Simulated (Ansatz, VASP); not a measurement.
# One calculation of P, two programs

Contents of INCAR:

```
ALGO = Normal ; EDIFF = 1E-6
ENCUT = 500 ; GGA = PS
GGA_COMPAT = False ; ISIF = 2
ISMEAR = -1 ; LASPH = True
LCHARG = True ; LELF = True
LREAL = False ; LVHAR = True
LWAVE = False ; NBANDS = 8
NELM = 120 ; PREC = Accurate
SIGMA = 0.08
```

File KPOINTS:

```
k-points
0
Gamma
  10 10 9
```

File POSCAR:

```
P
1.0
    4.3583629545      0.0000000000      0.0000000000
    0.0000000000      4.3583629545      0.0000000000
    0.0000000000      0.0000000000      4.3780000000
P
1
Direct
    0.0000000000      0.0000000000      0.0000000000
```

Input for Ansatz:

```yaml
crystal:
  lattice:
    - [4.3583629545, 0.0, 0.0]
    - [0.0, 4.3583629545, 0.0]
    - [0.0, 0.0, 4.378]
  atoms:
    - { symbol: P, position: [0.0, 0.0, 0.0] }
kpoints:
  mp_grid: { grid: [10, 10, 9] }
  band_path:
    path:
      - [0.0, 0.0, 0.0]
      - [0.0, 0.5, 0.0]
      - [0.5, 0.5, 0.0]
      - [0.0, 0.0, 0.0]
      - [0.0, 0.0, 0.5]
      - [0.0, 0.5, 0.5]
      - [0.5, 0.5, 0.5]
      - [0.0, 0.0, 0.5]
      - [0.0, 0.5, 0.0]
    npoints: 5
scf:
  occupations: { method: fermi_dirac, width: 0.08 }
hamiltonian:
  xc: pbesol
  pseudopotentials: { kind: all_electron, lapw: { basis_error: 0.00025 } }
output:
  forces: true
  stress: true
  eigenvalues: true
```

Change from the starting cell: equal xx and yy strain of +2 %.

Alike in both runs: task single point; functional PBEsol; k mesh 10 × 10 × 9; occupations fermi-dirac, width 0.08 eV; no spin polarisation.

|  | VASP | Ansatz |
| --- | --- | --- |
| version | VASP 6.6.1 | Ansatz 0.2.0 |
| potentials or method | VASP PAW PBE potentials, release 64 (P), cutoff 500 eV | all-electron LAPW, scalar-relativistic |

|  | VASP | Ansatz | Ansatz less VASP |
| --- | --- | --- | --- |
| pressure (GPa) | -3.4 | -3.4 | +0.01 |
| traceless stress, the component that is largest in VASP (GPa) | 0.07 | 0.07 | 0.000 |

VASP's potentials were made for PBE, not for PBEsol. Ansatz ran all-electron here, and VASP with PAW potentials.
